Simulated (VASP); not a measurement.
# InAs (km) (F-43m) in VASP: single point with PBEsol

Aim: the single point of InAs (km) with PBEsol.

Program: VASP 6.6.1. These are calculated values, not measurements. Logs are shortened: lines on timing, memory, paths and dates and some standing lists are left out, and cuts for length are marked.

### 1 The cell of the first run

Symmetry: F-43m, No. 216, cubic system. The conventional cell has a = 6.088 Å, b = 6.088 Å, c = 6.088 Å, α = 90.00°, β = 90.00°, γ = 90.00°. In (site symmetry -43m) has 4 As at 2.64 Å within 3.5 Å. As (site symmetry -43m) has 4 In at 2.64 Å within 3.5 Å.

### 2 Single point, PBEsol

INCAR

```
SYSTEM = InAs
PREC = Accurate
ENCUT = 500
EDIFF = 1E-6
ISMEAR = 0
SIGMA = 0.1
LREAL = .FALSE.
LASPH = .TRUE.
NELM = 120
ALGO = Normal
ISIF = 2
LWAVE = .FALSE.
LCHARG = .TRUE.
GGA = PS
LELF = .TRUE.
LVHAR = .TRUE.
NBANDS = 16
GGA_COMPAT = .FALSE.
```

KPOINTS

```
regular mesh
0
G
  4 4 4
  0 0 0
```

POSCAR

```
InAs
1.0
    0.0000000000      3.0437950982      3.0437950982
    3.0437950982      0.0000000000      3.0437950982
    3.0437950982      3.0437950982      0.0000000000
In As
1 1
Direct
    0.2500000000      0.2500000000      0.2500000000
    0.0000000000      0.0000000000      0.0000000000
```

Potentials or basis: VASP PAW PBE potentials, release 64 (In_d, As).

The run is started by

```bash
$ cat potpaw_PBE.64/In_d/POTCAR potpaw_PBE.64/As/POTCAR > POTCAR
$ mpirun -np 1 vasp_std > vasp.out
```

OUTCAR:

```text
SYSTEM = InAs
   PREC = Accurate
   ENCUT = 500
   EDIFF = 1E-6
   ISMEAR = 0
   LREAL = .FALSE.
   LASPH = .TRUE.
   NELM = 120
   ISIF = 2
   GGA = PS

 ion  position               nearest neighbor table
   1  0.250  0.250  0.250-   2 2.64   2 2.64   2 2.64   2 2.64
   2  0.000  0.000  0.000-   1 2.64   1 2.64   1 2.64   1 2.64

  LATTYP: Found a face centered cubic cell.
 ALAT       =     6.0875901964

  Lattice vectors:

 A1 = (   0.0000000000,   3.0437950982,   3.0437950982)
 A2 = (   3.0437950982,   0.0000000000,   3.0437950982)
 A3 = (   3.0437950982,   3.0437950982,   0.0000000000)

Analysis of symmetry for initial positions (statically):
=====================================================================
 Subroutine PRICEL returns:
 Original cell was already a primitive cell.

 Routine SETGRP: Setting up the symmetry group for a
 face centered cubic supercell.

 Subroutine GETGRP returns: Found 24 space group operations
 (whereof 24 operations were pure point group operations)
 out of a pool of 48 trial point group operations.

The static configuration has the point symmetry T_d .

Analysis of symmetry for dynamics (positions and initial velocities):
=====================================================================
 Subroutine PRICEL returns:
 Original cell was already a primitive cell.

 Routine SETGRP: Setting up the symmetry group for a
 face centered cubic supercell.

 Subroutine GETGRP returns: Found 24 space group operations
 (whereof 24 operations were pure point group operations)
 out of a pool of 48 trial point group operations.

The dynamic configuration has the point symmetry T_d .

 Subroutine INISYM returns: Found 24 space group operations
 (whereof 24 operations are pure point group operations),
 and found     1 'primitive' translations

----------------------------------------------------------------------------------------

                                     Primitive cell

  volume of cell :      56.3996

  direct lattice vectors                    reciprocal lattice vectors
     0.000000000  3.043795098  3.043795098    -0.164268613  0.164268613  0.164268613
     3.043795098  0.000000000  3.043795098     0.164268613 -0.164268613  0.164268613
     3.043795098  3.043795098  0.000000000     0.164268613  0.164268613 -0.164268613

  length of vectors
     4.304576309  4.304576309  4.304576309     0.284521584  0.284521584  0.284521584

  position of ions in fractional coordinates (direct lattice)
     0.250000000  0.250000000  0.250000000
     0.000000000  0.000000000  0.000000000

  ion indices of the primitive-cell ions
   primitive index   ion index
                 1           1
                 2           2

----------------------------------------------------------------------------------------

 KPOINTS: regular mesh

Automatic generation of k-mesh.
 Grid dimensions read from file:
 generate k-points for:    4    4    4

 Generating k-lattice:

  Cartesian coordinates                     Fractional coordinates (reciprocal lattice)
    -0.041067153  0.041067153  0.041067153     0.250000000  0.000000000  0.000000000
     0.041067153 -0.041067153  0.041067153     0.000000000  0.250000000  0.000000000
     0.041067153  0.041067153 -0.041067153     0.000000000  0.000000000  0.250000000

  Length of vectors
     0.071130396  0.071130396  0.071130396

  Shift w.r.t. Gamma in fractional coordinates (k-lattice)
     0.000000000  0.000000000  0.000000000

 Subroutine IBZKPT returns following result:
 ===========================================

 Found      8 irreducible k-points:

 Following reciprocal coordinates:
            Coordinates               Weight
  0.000000  0.000000  0.000000      1.000000
  0.250000  0.000000  0.000000      8.000000
  0.500000  0.000000  0.000000      4.000000
  0.250000  0.250000  0.000000      6.000000
  0.500000  0.250000  0.000000     24.000000
 -0.250000  0.250000  0.000000     12.000000
  0.500000  0.500000  0.000000      3.000000
 -0.250000  0.500000  0.250000      6.000000
   k-points           NKPTS =      8   k-points in BZ     NKDIM =      8   number of bands    NBANDS=     16
   number of dos      NEDOS =    301   number of ions     NIONS =      2
   total plane-waves  NPLWV =  32768
   dimension x,y,z NGX =    32 NGY =   32 NGZ =   32
   dimension x,y,z NGXF=    64 NGYF=   64 NGZF=   64
   ions per type =               1   1
   NGX,Y,Z   is equivalent  to a cutoff of  12.36, 12.36, 12.36 a.u.
   NGXF,Y,Z  is equivalent  to a cutoff of  24.72, 24.72, 24.72 a.u.
 SYSTEM =  InAs
   PREC   = accura    normal or accurate (medium, high low for compatibility)
   ISTART =      0    job   : 0-new  1-cont  2-samecut
   ICHARG =      2    charge: 1-file 2-atom 10-const
   ISPIN  =      1    spin polarized calculation?
   LNONCOLLINEAR =      F non collinear calculations
   LSORBIT =      F    spin-orbit coupling
   LASPH  =      T    aspherical Exc in radial PAW
   ENCUT  =  500.0 eV  36.75 Ry    6.06 a.u.   7.85  7.85  7.85*2*pi/ulx,y,z
   NELM   =    120;   NELMIN=  2; NELMDL= -5     # of ELM steps
   EDIFF  = 0.1E-05   stopping-criterion for ELM
   LREAL  =      F    real-space projection
   EDIFFG = 0.1E-04   stopping-criterion for IOM
   NSW    =      0    number of steps for IOM
   IBRION =     -1    ionic relax: 0-MD 1-quasi-New 2-CG
   NFREE  =      0    steps in history (QN), initial steepest desc. (CG)
   ISIF   =      2    stress and relaxation
   ISYM   =      2    0-nonsym 1-usesym 2-fastsym
   POTIM  = 0.5000    time-step for ionic-motion
   TEBEG  =    0.0;   TEEND  =   0.0 temperature during run
   PSTRESS=    0.0 pullay stress
   NELECT =      18.0000    total number of electrons
   NUPDOWN=      -1.0000    fix difference up-down
   EMIN   =  10.00;   EMAX   =-10.00  energy-range for DOS
   EFERMI =   0.00;   METHOD = LEGACY
   ISMEAR =     0;   SIGMA  =   0.10  broadening in eV -4-tet -1-fermi 0-gaus
   EFERMI_NEDOS =   21; number of points for ismear=-14 and -15
   IALGO  =     38    algorithm
   IMIX   =      4    mixing-type and parameters
     AMIX     =   0.40;   BMIX     =  1.00
     AMIX_MAG =   1.60;   BMIX_MAG =  1.00
  volume/ion in A,a.u.               =      28.20       190.30
  Fermi-wavevector in a.u.,A,eV,Ry     =   1.118769  2.114166 17.029638  1.251643
  Thomas-Fermi vector in A             =   2.255402
   LORBIT       =      0    0 simple, 1 ext, 2 COOP (PROOUT), +10 PAW based schemes
   GGA     = PS    functional components
   LHFCALC =     F    Hartree Fock is set to
   AEXX    =    0.0000 exact exchange contribution
   IVDW    =     0    specifies the selected vdW correction
   LEPSILON=     F    determine dielectric tensor
   LRPA    =     F    only Hartree local field effects (RPA)
 non-spin polarized calculation
 Gauss-broadening in eV      SIGMA  =   0.10
  energy-cutoff  :      500.00
  volume of cell :       56.40
 maximum number of plane-waves:      1459
   NGX = 15   NGY = 15   NGZ = 15

 number of electron      17.9999992 magnetization

 Free energy of the ion-electron system (eV)
  ---------------------------------------------------
  ext. energy  EPLUGINS =         0.00000000
  ---------------------------------------------------
  free energy    TOTEN  =        -8.35267325 eV

  energy without entropy =       -8.35026291  energy(sigma->0) =       -8.35146808

 E-fermi :   4.2457     XC(G=0):  -9.1786

 val. band max:        4.2152356283   @ k =   0.0000   0.0000   0.0000
 cond. band min:       5.0260273099   @ k =   0.5000   0.0000   0.0000
 fundamental gap:      0.8107916816
 Fermi energy:         4.2456925103

 k-point     1 :       0.0000    0.0000    0.0000
  band No.  band energies     occupation
      1     -10.1172      2.00000
      2     -10.1172      2.00000
      3     -10.1172      2.00000
      4      -9.9993      2.00000
      5      -9.9993      2.00000
      6      -7.5467      2.00000
[... 8 lines left out ...]
     15      13.8025      0.00000
     16      13.8025      0.00000

 k-point     2 :       0.2500    0.0000    0.0000
  band No.  band energies     occupation
      1     -10.1779      2.00000
      2     -10.0998      2.00000
      3     -10.0998      2.00000
      4      -9.9981      2.00000
      5      -9.9981      2.00000
      6      -6.9593      2.00000
[... 8 lines left out ...]
     15      12.6599      0.00000
     16      12.6599      0.00000

 k-point     3 :       0.5000    0.0000    0.0000
  band No.  band energies     occupation
      1     -10.2325      2.00000
      2     -10.0875      2.00000
      3     -10.0875      2.00000
      4      -9.9915      2.00000
      5      -9.9915      2.00000
      6      -6.1184      2.00000
[... 8 lines left out ...]
     15      14.8133      0.00000
     16      14.8133      0.00000

 k-point     4 :       0.2500    0.2500    0.0000
  band No.  band energies     occupation
      1     -10.2118      2.00000
      2     -10.0795      2.00000
      3     -10.0795      2.00000
      4     -10.0158      2.00000
      5      -9.9885      2.00000
      6      -6.7648      2.00000
[... 8 lines left out ...]
     15      14.4610      0.00000
     16      14.9560      0.00000

 k-point     5 :       0.5000    0.2500    0.0000
  band No.  band energies     occupation
      1     -10.2542      2.00000
      2     -10.0706      2.00000
      3     -10.0622      2.00000
      4     -10.0140      2.00000
      5      -9.9866      2.00000
      6      -5.8947      2.00000
[... 8 lines left out ...]
     15      15.0894      0.00000
     16      15.5079      0.00000

 k-point     6 :      -0.2500    0.2500    0.0000
  band No.  band energies     occupation
      1     -10.2296      2.00000
      2     -10.0817      2.00000
      3     -10.0779      2.00000
      4     -10.0011      2.00000
      5      -9.9970      2.00000
      6      -6.1999      2.00000
[... 8 lines left out ...]
     15      13.7586      0.00000
     16      15.5704      0.00000

 k-point     7 :       0.5000    0.5000    0.0000
  band No.  band energies     occupation
      1     -10.2887      2.00000
      2     -10.0403      2.00000
      3     -10.0403      2.00000
      4     -10.0355      2.00000
      5      -9.9776      2.00000
      6      -5.5901      2.00000
[... 8 lines left out ...]
     15      15.6379      0.00000
     16      16.1980      0.00000

 k-point     8 :      -0.2500    0.5000    0.2500
  band No.  band energies     occupation
      1     -10.2660      2.00000
      2     -10.0706      2.00000
      3     -10.0469      2.00000
      4     -10.0140      2.00000
      5      -9.9911      2.00000
      6      -5.5414      2.00000
[... 8 lines left out ...]
     15      15.7105      0.00000
     16      15.7599      0.00000

------------------------ aborting loop because EDIFF is reached ----------------------------------------

  FORCE on cell =-STRESS in cart. coord.  units (eV):
  Direction    XX          YY          ZZ          XY          YZ          ZX
  --------------------------------------------------------------------------------------
  -------------------------------------------------------------------------------------
  Total        0.2188856      0.2188856      0.2188856     -0.0000000      0.0000000     -0.0000000
  in kB        6.2180117      6.2180117      6.2180117     -0.0000000      0.0000000     -0.0000000
  external PRESSURE =       6.2180117 kB  Pullay stress =       0.0000000 kB

 VOLUME and BASIS-vectors are now :
 -----------------------------------------------------------------------------
  energy-cutoff  :      500.00
  volume of cell :       56.40
      direct lattice vectors                 reciprocal lattice vectors
     0.000000000  3.043795098  3.043795098    -0.164268613  0.164268613  0.164268613
     3.043795098  0.000000000  3.043795098     0.164268613 -0.164268613  0.164268613
     3.043795098  3.043795098  0.000000000     0.164268613  0.164268613 -0.164268613

 POSITION                                       TOTAL-FORCE (eV/Angst)
 -----------------------------------------------------------------------------------
      1.52190      1.52190      1.52190        -0.000000     -0.000000     -0.000000
      0.00000      0.00000      0.00000         0.000000      0.000000      0.000000
 -----------------------------------------------------------------------------------
    total drift:                                0.000000      0.000000      0.000000

  FREE ENERGIE OF THE ION-ELECTRON SYSTEM (eV)
  ---------------------------------------------------
  free  energy   TOTEN  =        -8.3526732542 eV

  energy  without entropy=       -8.3502629055  energy(sigma->0) =       -8.35146808
```

Wall time 4.2 s (1 thread of Intel Xeon 6975P-C (Granite Rapids), shared host); peak memory 0.17 GiB.

What came out:

| Property | Result |
| --- | --- |
| Free energy | -8.3527 eV |
| Pressure | 0.6 GPa |
| Band gap on the k mesh | zero (filled and empty bands touch) |

Levels at points of the mesh, in eV from the Fermi level:
```tsv
k point	band 7	band 8	band 9	band 10	band 11	band 12
(0.00, 0.00, 0.00)	-0.43	-0.03	-0.03	-0.03	3.79	3.79
(0.50, 0.00, 0.00)	-5.77	-1.00	-1.00	0.78	4.55	4.55
(0.50, 0.50, 0.00)	-5.85	-2.32	-2.32	1.41	1.93	8.92
```

Caveat: the k points lie up to 0.45 Å⁻¹ apart; the PAW data sets were made with another functional, which shifts forces and pressure a little; spin-orbit coupling is left out, which moves the levels of the heavy elements.
